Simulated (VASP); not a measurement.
The system is Cd.

```
Cd
1.0
     2.97887    0.00000    0.00000
    -1.48944    2.57978    0.00000
     0.00000    0.00000    5.61765
Cd
2
Direct
  0.33333 0.66667 0.25000
  0.66667 0.33333 0.75000
```

```yaml
Program: VASP 6.6.1
Task: relaxation of cell and atoms
Functional: LDA
Potentials_or_basis: VASP PAW LDA potentials, release 64 (Cd)
Cutoff: 600 eV
k_mesh: 10 × 10 × 5
Occupations: methfessel-paxton, width 0.1 eV
Spin: no spin polarisation
```

At the start: pressure -4.1 GPa; volume 21.59 Å³/atom.

Q: Where does the relaxation end?

A: Over 5 steps the energy falls by 19.8 meV/atom and the volume is 20.11 Å³/atom (-6.9 %); space group P6_3/mmc (No. 194, to 0.1 Å) before and after.

The path:
| step | energy change (eV) | largest force (eV/Å) | pressure (GPa) | volume (Å³) |
| --- | --- | --- | --- | --- |
| 1 | 0.0000 | 0.0000 | -4.08 | 43.17 |
| 2 | -0.0349 | 0.0000 | 1.20 | 39.83 |
| 3 | -0.0373 | 0.0000 | -0.03 | 40.45 |
| 4 | -0.0392 | 0.0000 | 0.02 | 40.32 |
| 5 | -0.0396 | 0.0000 | 0.02 | 40.21 |

Final structure:
```cif
data_structure
_symmetry_space_group_name_H-M 'P 1'
_symmetry_Int_Tables_number 1
_cell_length_a 2.9252
_cell_length_b 2.9252
_cell_length_c 5.4266
_cell_angle_alpha 90.000
_cell_angle_beta 90.000
_cell_angle_gamma 120.000
_cell_volume 40.21
loop_
_atom_site_label
_atom_site_type_symbol
_atom_site_fract_x
_atom_site_fract_y
_atom_site_fract_z
_atom_site_occupancy
Cd1 Cd 0.33333 0.66667 0.25000 1
Cd2 Cd 0.66667 0.33333 0.75000 1
```
